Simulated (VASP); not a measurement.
# CaO (Fm-3m) in VASP: a series of runs

Aim: see how the results for CaO move with the level of theory and the settings. Levels: RPBE, r2SCAN. Tasks: single point.

All numbers are computed with VASP 6.6.1; they aren't measurements. Logs are shortened: lines on timing, memory, paths and dates and some standing lists are left out, and cuts for length are marked.

## 1. The cell of the first run

The structure is cubic, space group Fm-3m (No. 225). Conventional cell: a = 4.877 Å, b = 4.877 Å, c = 4.877 Å, α = 90.00°, β = 90.00°, γ = 90.00°. Ca (site symmetry m-3m) has 6 O at 2.44 Å within 3.2 Å. Within 3.2 Å of O (site symmetry m-3m) lie 6 Ca at 2.44 Å.

## 2. Single point, RPBE

File INCAR:

```
SYSTEM = CaO
PREC = Accurate ; ENCUT = 520
EDIFF = 1E-6 ; ISMEAR = -1
SIGMA = 0.0164 ; LREAL = .False.
LASPH = .True. ; NELM = 100
ALGO = Normal ; ISIF = 2
LWAVE = .False. ; LCHARG = .False.
GGA = RP ; NBANDS = 15
```

File KPOINTS:

```
Automatic mesh
0
Gamma
  6 6 6
  0 0 0
```

File POSCAR:

```
CaO
1.0
    0.0000000000      2.4386137000      2.4386137000
    2.4386137000      0.0000000000      2.4386137000
    2.4386137000      2.4386137000      0.0000000000
Ca O
1 1
Direct
    0.0000000000      0.0000000000      0.0000000000
    0.5000000000      0.5000000000      0.5000000000
```

Potentials or basis: VASP PAW PBE potentials, release 64 (Ca_sv, O).

Run with:

```console
cat potpaw_PBE.64/Ca_sv/POTCAR potpaw_PBE.64/O/POTCAR > POTCAR
mpirun -np 1 vasp_std > vasp.out
```

OUTCAR:

```text
SYSTEM = CaO
   PREC = Accurate
   ENCUT = 520
   EDIFF = 1E-6
   ISMEAR = -1
   LREAL = .False.
   LASPH = .True.
   NELM = 100
   ISIF = 2
   GGA = RP

 ion  position               nearest neighbor table
   1  0.000  0.000  0.000-   2 2.44   2 2.44   2 2.44   2 2.44   2 2.44   2 2.44
   2  0.500  0.500  0.500-   1 2.44   1 2.44   1 2.44   1 2.44   1 2.44   1 2.44

  LATTYP: Found a face centered cubic cell.
 ALAT       =     4.8772274000

  Lattice vectors:

 A1 = (   0.0000000000,   2.4386137000,   2.4386137000)
 A2 = (   2.4386137000,   0.0000000000,   2.4386137000)
 A3 = (   2.4386137000,   2.4386137000,   0.0000000000)

Analysis of symmetry for initial positions (statically):
=====================================================================
 Subroutine PRICEL returns:
 Original cell was already a primitive cell.

 Routine SETGRP: Setting up the symmetry group for a
 face centered cubic supercell.

 Subroutine GETGRP returns: Found 48 space group operations
 (whereof 48 operations were pure point group operations)
 out of a pool of 48 trial point group operations.

The static configuration has the point symmetry O_h .

Analysis of symmetry for dynamics (positions and initial velocities):
=====================================================================
 Subroutine PRICEL returns:
 Original cell was already a primitive cell.

 Routine SETGRP: Setting up the symmetry group for a
 face centered cubic supercell.

 Subroutine GETGRP returns: Found 48 space group operations
 (whereof 48 operations were pure point group operations)
 out of a pool of 48 trial point group operations.

The dynamic configuration has the point symmetry O_h .

 Subroutine INISYM returns: Found 48 space group operations
 (whereof 48 operations are pure point group operations),
 and found     1 'primitive' translations

----------------------------------------------------------------------------------------

                                     Primitive cell

  volume of cell :      29.0041

  direct lattice vectors                    reciprocal lattice vectors
     0.000000000  2.438613700  2.438613700    -0.205034524  0.205034524  0.205034524
     2.438613700  0.000000000  2.438613700     0.205034524 -0.205034524  0.205034524
     2.438613700  2.438613700  0.000000000     0.205034524  0.205034524 -0.205034524

  length of vectors
     3.448720568  3.448720568  3.448720568     0.355130213  0.355130213  0.355130213

  position of ions in fractional coordinates (direct lattice)
     0.000000000  0.000000000  0.000000000
     0.500000000  0.500000000  0.500000000

  ion indices of the primitive-cell ions
   primitive index   ion index
                 1           1
                 2           2

----------------------------------------------------------------------------------------

 KPOINTS: Automatic mesh

Automatic generation of k-mesh.
 Grid dimensions read from file:
 generate k-points for:    6    6    6

 Generating k-lattice:

  Cartesian coordinates                     Fractional coordinates (reciprocal lattice)
    -0.034172421  0.034172421  0.034172421     0.166666667  0.000000000  0.000000000
     0.034172421 -0.034172421  0.034172421     0.000000000  0.166666667  0.000000000
     0.034172421  0.034172421 -0.034172421     0.000000000  0.000000000  0.166666667

  Length of vectors
     0.059188369  0.059188369  0.059188369

  Shift w.r.t. Gamma in fractional coordinates (k-lattice)
     0.000000000  0.000000000  0.000000000

 Subroutine IBZKPT returns following result:
 ===========================================

 Found     16 irreducible k-points:

 Following reciprocal coordinates:
            Coordinates               Weight
  0.000000  0.000000  0.000000      1.000000
  0.166667  0.000000  0.000000      8.000000
  0.333333  0.000000  0.000000      8.000000
  0.500000  0.000000  0.000000      4.000000
  0.166667  0.166667  0.000000      6.000000
  0.333333  0.166667  0.000000     24.000000
[... 8 lines left out ...]
 -0.333333  0.333333  0.166667     24.000000
 -0.333333  0.500000  0.166667     12.000000
   k-points           NKPTS =     16   k-points in BZ     NKDIM =     16   number of bands    NBANDS=     15
   number of dos      NEDOS =    301   number of ions     NIONS =      2
   total plane-waves  NPLWV =  21952
   dimension x,y,z NGX =    28 NGY =   28 NGZ =   28
   dimension x,y,z NGXF=    56 NGYF=   56 NGZF=   56
   ions per type =               1   1
   NGX,Y,Z   is equivalent  to a cutoff of  13.50, 13.50, 13.50 a.u.
   NGXF,Y,Z  is equivalent  to a cutoff of  26.99, 26.99, 26.99 a.u.
 SYSTEM =  CaO
   PREC   = accura    normal or accurate (medium, high low for compatibility)
   ISTART =      0    job   : 0-new  1-cont  2-samecut
   ICHARG =      2    charge: 1-file 2-atom 10-const
   ISPIN  =      1    spin polarized calculation?
   LNONCOLLINEAR =      F non collinear calculations
   LSORBIT =      F    spin-orbit coupling
   LASPH  =      T    aspherical Exc in radial PAW
   ENCUT  =  520.0 eV  38.22 Ry    6.18 a.u.   6.41  6.41  6.41*2*pi/ulx,y,z
   NELM   =    100;   NELMIN=  2; NELMDL= -5     # of ELM steps
   EDIFF  = 0.1E-05   stopping-criterion for ELM
   LREAL  =      F    real-space projection
   EDIFFG = 0.1E-04   stopping-criterion for IOM
   NSW    =      0    number of steps for IOM
   IBRION =     -1    ionic relax: 0-MD 1-quasi-New 2-CG
   NFREE  =      0    steps in history (QN), initial steepest desc. (CG)
   ISIF   =      2    stress and relaxation
   ISYM   =      2    0-nonsym 1-usesym 2-fastsym
   POTIM  = 0.5000    time-step for ionic-motion
   TEBEG  =    0.0;   TEEND  =   0.0 temperature during run
   PSTRESS=    0.0 pullay stress
   NELECT =      16.0000    total number of electrons
   NUPDOWN=      -1.0000    fix difference up-down
   EMIN   =  10.00;   EMAX   =-10.00  energy-range for DOS
   EFERMI =   0.00;   METHOD = LEGACY
   ISMEAR =    -1;   SIGMA  =   0.02  broadening in eV -4-tet -1-fermi 0-gaus
   EFERMI_NEDOS =   21; number of points for ismear=-14 and -15
   IALGO  =     38    algorithm
   IMIX   =      4    mixing-type and parameters
     AMIX     =   0.40;   BMIX     =  1.00
     AMIX_MAG =   1.60;   BMIX_MAG =  1.00
  volume/ion in A,a.u.               =      14.50        97.86
  Fermi-wavevector in a.u.,A,eV,Ry     =   1.342647  2.537235 24.527232  1.802701
  Thomas-Fermi vector in A             =   2.470784
   LORBIT       =      0    0 simple, 1 ext, 2 COOP (PROOUT), +10 PAW based schemes
   GGA     = RP    functional components
   LHFCALC =     F    Hartree Fock is set to
   AEXX    =    0.0000 exact exchange contribution
   IVDW    =     0    specifies the selected vdW correction
   LEPSILON=     F    determine dielectric tensor
   LRPA    =     F    only Hartree local field effects (RPA)
 non-spin polarized calculation
  energy-cutoff  :      520.00
  volume of cell :       29.00
 maximum number of plane-waves:       797
 NGX is ok and might be reduce to    28
   NGX = 13   NGY = 13   NGZ = 13

 number of electron      16.0000004 magnetization

 Free energy of the ion-electron system (eV)
  ---------------------------------------------------
  ext. energy  EPLUGINS =         0.00000000
  ---------------------------------------------------
  free energy    TOTEN  =       -12.09589279 eV

  energy without entropy =      -12.09589279  energy(sigma->0) =      -12.09589279

 E-fermi :   2.6996     XC(G=0):  -9.9882

 val. band max:        2.2873040913   @ k =   0.0000   0.0000   0.0000
 cond. band min:       6.0371181934   @ k =   0.5000   0.5000   0.0000
 fundamental gap:      3.7498141021
 Fermi energy:         2.6996171963

 k-point     1 :       0.0000    0.0000    0.0000
  band No.  band energies     occupation
      1     -35.6967      2.00000
      2     -16.4337      2.00000
      3     -16.4337      2.00000
      4     -16.4337      2.00000
      5     -13.2538      2.00000
      6       2.2873      2.00000
      7       2.2873      2.00000
      8       2.2873      2.00000
      9       6.8061      0.00000
     10       8.4624      0.00000
     11       8.4624      0.00000
     12       8.4624      0.00000
     13       9.8440      0.00000
     14       9.8440      0.00000
     15      17.2723      0.00000

 k-point     2 :       0.1667    0.0000    0.0000
  band No.  band energies     occupation
      1     -35.6764      2.00000
      2     -16.7056      2.00000
      3     -16.4455      2.00000
      4     -16.4455      2.00000
      5     -12.9616      2.00000
      6       1.4725      2.00000
      7       1.9664      2.00000
      8       1.9664      2.00000
      9       7.8944      0.00000
     10       8.4351      0.00000
     11       8.8890      0.00000
     12       8.8890      0.00000
     13      10.4208      0.00000
     14      10.4208      0.00000
     15      17.9767      0.00000

 k-point     3 :       0.3333    0.0000    0.0000
  band No.  band energies     occupation
      1     -35.6354      2.00000
      2     -17.1535      2.00000
      3     -16.4688      2.00000
      4     -16.4688      2.00000
      5     -12.4682      2.00000
      6       0.2856      2.00000
      7       1.4182      2.00000
      8       1.4182      2.00000
      9       8.7423      0.00000
     10       9.7893      0.00000
     11       9.8611      0.00000
     12       9.8611      0.00000
     13      11.6148      0.00000
     14      11.6148      0.00000
     15      17.0525      0.00000

 k-point     4 :       0.5000    0.0000    0.0000
  band No.  band energies     occupation
      1     -35.6147      2.00000
      2     -17.3472      2.00000
      3     -16.4804      2.00000
      4     -16.4804      2.00000
      5     -12.2499      2.00000
      6      -0.2058      2.00000
      7       1.1777      2.00000
      8       1.1777      2.00000
      9       9.1954      0.00000
     10      10.4264      0.00000
     11      10.4264      0.00000
     12      10.6107      0.00000
     13      12.3315      0.00000
     14      12.3315      0.00000
     15      15.9952      0.00000
[... 163 lines left out ...]
 k-point    14 :       0.5000    0.3333    0.1667
  band No.  band energies     occupation
      1     -35.6093      2.00000
      2     -17.0353      2.00000
      3     -16.6485      2.00000
      4     -16.5457      2.00000
      5     -12.6193      2.00000
      6       0.5347      2.00000
      7       1.3774      2.00000
      8       1.5670      2.00000
      9       7.6881      0.00000
     10       9.6423      0.00000
     11      10.4933      0.00000
     12      10.7447      0.00000
     13      11.6715      0.00000
     14      13.1859      0.00000
     15      17.0995      0.00000

 k-point    15 :      -0.3333    0.3333    0.1667
  band No.  band energies     occupation
      1     -35.5958      2.00000
      2     -17.0339      2.00000
      3     -16.7084      2.00000
      4     -16.5944      2.00000
      5     -12.5970      2.00000
      6       0.6483      2.00000
      7       1.2322      2.00000
      8       1.3321      2.00000
      9       8.7434      0.00000
     10       8.7437      0.00000
     11      10.6566      0.00000
     12      11.1167      0.00000
     13      12.0260      0.00000
     14      14.7981      0.00000
     15      15.5726      0.00000

 k-point    16 :      -0.3333    0.5000    0.1667
  band No.  band energies     occupation
      1     -35.5897      2.00000
      2     -16.8594      2.00000
      3     -16.7394      2.00000
      4     -16.7038      2.00000
      5     -12.7919      2.00000
      6       1.0894      2.00000
      7       1.2741      2.00000
      8       1.4976      2.00000
      9       7.3295      0.00000
     10       9.8067      0.00000
     11      10.3301      0.00000
     12      11.5205      0.00000
     13      11.6603      0.00000
     14      14.8517      0.00000
     15      15.5217      0.00000

------------------------ aborting loop because EDIFF is reached ----------------------------------------

  FORCE on cell =-STRESS in cart. coord.  units (eV):
  Direction    XX          YY          ZZ          XY          YZ          ZX
  --------------------------------------------------------------------------------------
  -------------------------------------------------------------------------------------
  Total        0.2181317      0.2181317      0.2181317      0.0000000      0.0000000      0.0000000
  in kB       12.0495378     12.0495378     12.0495378      0.0000000      0.0000000      0.0000000
  external PRESSURE =      12.0495378 kB  Pullay stress =       0.0000000 kB

 VOLUME and BASIS-vectors are now :
 -----------------------------------------------------------------------------
  energy-cutoff  :      520.00
  volume of cell :       29.00
      direct lattice vectors                 reciprocal lattice vectors
     0.000000000  2.438613700  2.438613700    -0.205034524  0.205034524  0.205034524
     2.438613700  0.000000000  2.438613700     0.205034524 -0.205034524  0.205034524
     2.438613700  2.438613700  0.000000000     0.205034524  0.205034524 -0.205034524

 POSITION                                       TOTAL-FORCE (eV/Angst)
 -----------------------------------------------------------------------------------
      0.00000      0.00000      0.00000        -0.000000      0.000000     -0.000000
      2.43861      2.43861      2.43861         0.000000     -0.000000      0.000000
 -----------------------------------------------------------------------------------
    total drift:                                0.000000      0.000000      0.000000

  FREE ENERGIE OF THE ION-ELECTRON SYSTEM (eV)
  ---------------------------------------------------
  free  energy   TOTEN  =       -12.0958927936 eV

  energy  without entropy=      -12.0958927936  energy(sigma->0) =      -12.09589279
```

Wall time 4.7 s (1 thread of Intel Xeon 6975P-C (Granite Rapids), shared host); peak memory 0.15 GiB.

Results:

```
Free energy            : -12.0959 eV
Pressure               : 1.2 GPa
Band gap on the k mesh : 3.75 eV, indirect (least direct gap 4.13 eV)
```

Caveat: the PAW data sets were made with another functional, which shifts forces and pressure a little.

## 3. Single point, r2SCAN

POSCAR is that of step 2.

File INCAR.step1:

```
  PREC = Accurate
  ENCUT = 520
  ISMEAR = -1
  SIGMA = 0.0164
  LREAL = False
  LASPH = True
  NELM = 80
  NBANDS = 15
  GGA = PE
  ALGO = Normal
  EDIFF = 1E-4
  LWAVE = True
  LCHARG = False
```

File INCAR.step2:

```
  PREC = Accurate
  ENCUT = 520
  EDIFF = 1E-6
  ISMEAR = -1
  SIGMA = 0.0164
  LREAL = False
  LASPH = True
  NELM = 80
  ALGO = Normal
  ISIF = 2
  LWAVE = False
  LCHARG = False
  METAGGA = R2SCAN
  LMIXTAU = True
  NBANDS = 15
  ISTART = 1
```

File KPOINTS:

```
Automatic mesh
0
Gamma
  6 6 6
```

Potentials or basis: VASP PAW PBE potentials, release 64 (Ca_sv, O).

Run with:

```console
cat potpaw_PBE.64/Ca_sv/POTCAR potpaw_PBE.64/O/POTCAR > POTCAR
cp INCAR.step1 INCAR
mpirun -np 1 vasp_std > vasp.out
cp INCAR.step2 INCAR
mpirun -np 1 vasp_std > vasp.out
```

Run time: 20 s. Hardware: 1 thread of Intel Xeon 6975P-C (Granite Rapids), shared host; peak memory 0.16 GiB.

Results (log left out):

```
Free energy            : -19.4381 eV
Pressure               : -4.5 GPa
Band gap on the k mesh : 4.20 eV, indirect (least direct gap 4.58 eV)
```

Levels at points of the mesh, in eV from the valence-band top:
| k point | band 6 | band 7 | band 8 | band 9 | band 10 | band 11 |
| --- | --- | --- | --- | --- | --- | --- |
| (0.00, 0.00, 0.00) | 0.00 | 0.00 | 0.00 | 5.07 | 6.74 | 6.74 |
| (0.50, 0.00, 0.00) | -2.50 | -1.11 | -1.11 | 7.49 | 8.80 | 8.80 |
| (0.50, 0.50, 0.00) | -1.31 | -0.38 | -0.38 | 4.20 | 8.44 | 9.38 |

Caveat: the PAW data sets were made with another functional, which shifts forces and pressure a little. A k mesh can miss the band edges.

## 4. Single point, r2SCAN

POSCAR is that of step 3.

File INCAR.step1:

```
PREC     = Accurate       # precision mode
ENCUT    = 520            # plane-wave cutoff, eV
ISMEAR   = -1             # smearing method
SIGMA    = 0.0164         # smearing width, eV
LREAL    = F              # projectors in reciprocal space
LASPH    = T              # aspherical terms in the spheres
NELM     = 60             # most SCF steps
NBANDS   = 15             # bands
GGA      = PE             # functional
ALGO     = Normal         # electronic algorithm
EDIFF    = 1E-4           # SCF threshold, eV
LWAVE    = T              # write WAVECAR
LCHARG   = F              # write CHGCAR
```

File INCAR.step2:

```
PREC     = Accurate       # precision mode
ENCUT    = 520            # plane-wave cutoff, eV
EDIFF    = 1E-7           # SCF threshold, eV
ISMEAR   = -1             # smearing method
SIGMA    = 0.0164         # smearing width, eV
LREAL    = F              # projectors in reciprocal space
LASPH    = T              # aspherical terms in the spheres
NELM     = 60             # most SCF steps
ALGO     = Normal         # electronic algorithm
ISIF     = 2              # what is computed and relaxed
LWAVE    = F              # write WAVECAR
LCHARG   = F              # write CHGCAR
METAGGA  = R2SCAN         # meta-GGA
LMIXTAU  = T            
NBANDS   = 15             # bands
ISTART   = 1
```

File KPOINTS:

```
Automatic mesh
0
Gamma
  9 9 9
```

Run with:

```console
cat potpaw_PBE.64/Ca_sv/POTCAR potpaw_PBE.64/O/POTCAR > POTCAR
cp INCAR.step1 INCAR
mpirun -np 1 vasp_std > vasp.out
cp INCAR.step2 INCAR
mpirun -np 1 vasp_std > vasp.out
```

Run time: 3.5 min. Hardware: 1 thread of AMD EPYC 7R13, shared host; peak memory 0.14 GiB.

Results (log left out):

```
Free energy            : -19.4382 eV
Pressure               : -4.5 GPa
Band gap on the k mesh : 4.25 eV, indirect (least direct gap 4.63 eV)
```

Levels at points of the mesh, in eV from the valence-band top:
```
           k point  band 4  band 5  band 6  band 7  band 8  band 9  band 10  band 11  band 12  band 13
(0.00, 0.00, 0.00)  -19.17  -16.39    0.00    0.00    0.00    5.07     6.74     6.74     6.74     8.26
```

Caveat: the PAW data sets were made with another functional, which shifts forces and pressure a little. A k mesh can miss the band edges.

## 5. The runs side by side

```csv
level,k mesh,gap on the mesh (eV),pressure (GPa)
RPBE,6 × 6 × 6,3.75,1.2
r2SCAN,6 × 6 × 6,4.20,-4.5
r2SCAN,9 × 9 × 9,4.25,-4.5
```

Alike in all rows: task single point; potentials or basis VASP PAW PBE potentials, release 64 (Ca_sv, O); no spin polarisation; cell as given; cutoff (eV) 520; smearing fermi-dirac 0.0164 eV.

On the cell as given the gap runs from 3.75 eV (RPBE) to 4.25 eV (r2SCAN); the meshes differ, which moves gaps too. The pressure there spans -4.5 GPa (r2SCAN) to 1.2 GPa (RPBE); a positive pressure means that this level wants a larger cell, a negative one a smaller.

Caveats: the PAW data sets were made with another functional, which shifts forces and pressure a little.

Absolute energies hang on the potentials; compare differences alone.
